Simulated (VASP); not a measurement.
A run of VASP 6.6.1:

INCAR

```
ALGO = Normal ; EDIFF = 1E-6
ENCUT = 520 ; GGA = PE
GGA_COMPAT = False ; ISIF = 2
ISMEAR = -1 ; ISPIN = 2
LASPH = True ; LCHARG = False
LMAXMIX = 6 ; LORBIT = 11
LREAL = False ; LWAVE = False
MAGMOM = 4 -1 ; NBANDS = 23
NELM = 200 ; PREC = Accurate
SIGMA = 0.1
```

KPOINTS

```
k-points
0
Gamma
  1 1 1
```

POSCAR

```
PmIr
1.0
    9.0000000000      0.0000000000      0.0000000000
    0.0000000000      9.6000000000      0.0000000000
    0.0000000000      0.0000000000     10.1000000000
Pm Ir
1 1
Direct
    0.3000000000      0.4000000000      0.3000000000
    0.3100000000      0.4000000000      0.5500000000
```

Potentials or basis: VASP PAW PBE potentials, release 64 (Pm, Ir).

Run with:

```console
$ cat potpaw_PBE.64/Pm/POTCAR potpaw_PBE.64/Ir/POTCAR > POTCAR
$ mpirun -np 1 vasp_gam > vasp.out
```

Hardware: 1 thread of Intel Xeon 8259CL, with other jobs on the host.

Task: How long does it take, and how much memory?

Result: It took 11 min on 1 thread of Intel Xeon 8259CL (shared host), peak memory 1.1 GiB. Counts: scf iterations 49, k points 1.
